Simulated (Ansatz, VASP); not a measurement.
# One calculation of KF, two programs

The input POSCAR:

```
KF
1.0
    0.0000000000      2.9354014290      2.9354014290
    2.9354014290      0.0000000000      2.9354014290
    2.9354014290      2.9354014290      0.0000000000
K F
1 1
Direct
    0.0000000000      0.0000000000      0.0000000000
    0.2500000000      0.2500000000      0.2500000000
```

The input INCAR.step1:

```
  PREC = Accurate
  ENCUT = 520
  EDIFF = 1E-5
  ISMEAR = 0
  SIGMA = 0.01
  LREAL = False
  LASPH = True
  NELM = 60
  ALGO = Normal
  ISIF = 2
  LWAVE = True
  GGA = PE
  NBANDS = 15
```

INCAR.step2

```
  PREC = Accurate
  ENCUT = 520
  EDIFF = 1E-6
  ISMEAR = 0
  SIGMA = 0.01
  LREAL = False
  LASPH = True
  NELM = 60
  ALGO = Normal
  ISIF = 2
  LWAVE = False
  LCHARG = True
  GGA = PE
  LHFCALC = True
  AEXX = 0.1
  HFSCREEN = 0.5
  PRECFOCK = Normal
  LELF = True
  LVHAR = True
  ISTART = 1
  NBANDS = 15
```

KPOINTS

```
Automatic mesh
0
Gamma
  4 4 4
```

Input for Ansatz:

```yaml
crystal:
  lattice:
    - [0.0, 2.935401429, 2.935401429]
    - [2.935401429, 0.0, 2.935401429]
    - [2.935401429, 2.935401429, 0.0]
  atoms:
    - { symbol: K, position: [0.0, 0.0, 0.0] }
    - { symbol: F, position: [0.25, 0.25, 0.25] }
kpoints:
  mp_grid: { grid: [4, 4, 4] }
hamiltonian:
  xc: { exchange: pbe, correlation: pbe, exx: { coeff: 0.1, omega: 0.5 } }
scf:
  occupations: { method: fixed }
  n_extra_bands: 4
output:
  forces: true
  stress: true
  eigenvalues: true
```

Alike in both runs: task single point; functional PBE-based screened hybrid; k mesh 4 × 4 × 4; no spin polarisation.

|  | VASP | Ansatz |
| --- | --- | --- |
| version | VASP 6.6.1 | Ansatz 0.2.0 |
| potentials or method | VASP PAW PBE potentials, release 64 (K_sv, F) | plane waves |
| plane-wave cutoff (eV) | 520 | 420 |
| occupations | gaussian, width 0.01 eV | fixed |
| valence electrons in the cell | 16 | 16 |

|  | VASP | Ansatz | Ansatz less VASP |
| --- | --- | --- | --- |
| gap on the k mesh at the Fermi level (eV) | 5.61 | 5.62 | +0.010 |
| pressure (GPa) | 0.8 | 0.7 | -0.06 |

VASP's potentials were made for PBE, not for PBE-based screened hybrid. Ansatz's warnings: stress exchange threshold loose, stress scf threshold loose.

The k mesh is coarse, so the values compare programs but aren't converged.
